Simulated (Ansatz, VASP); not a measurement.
**Two plane-wave programs on Si4IrPt2**

```
Si Ir Pt
1.0
     5.95940   -1.82429   -0.03058
     5.95940    1.82429   -0.03058
    -0.38661    0.00000    5.14706
Si Ir Pt
4 1 2
Cartesian
  1.8329 0.0000 4.2025
  9.6993 0.0000 0.8834
  5.1545 0.0000 3.5513
  6.3777 0.0000 1.5346
  0.0000 0.0000 0.0000
  2.2222 0.0000 1.6430
  9.3100 0.0000 3.4429
```

Alike in both runs: functional PBE; k mesh 10 × 10 × 6; occupations gaussian, width 0.1 eV; no spin polarisation.

Ansatz relaxed the structure, and its values are those at the end. VASP's run is a single point on that final structure, the one shown.

|  | VASP | Ansatz |
| --- | --- | --- |
| version | VASP 6.6.1 | Ansatz 0.2.0 |
| potentials or method | VASP PAW PBE potentials, release 64 (Si, Ir, Pt), cutoff 520 eV | scalar-relativistic, plane waves, PAW |
| valence electrons in the cell | 45 | 69 |

Ansatz gave:

| Quantity | Value |
| --- | --- |
| gap on the k mesh at the Fermi level (eV) | none |
| pressure (GPa) | 0.0 |
| rms of the force components (eV/Å) | 0.000 |

Problem. What did VASP give for the same quantities?

Solution. gap on the k mesh at the Fermi level (eV): none; pressure (GPa): 0.0; rms of the force components (eV/Å): 0.008.

A gap of «none» marks a metal or a gap that the smearing closes. VASP's potentials hold 45 valence electrons a cell and Ansatz's 69, so a difference there can come from the potentials and not from the codes.

Neither program's run includes spin-orbit coupling.
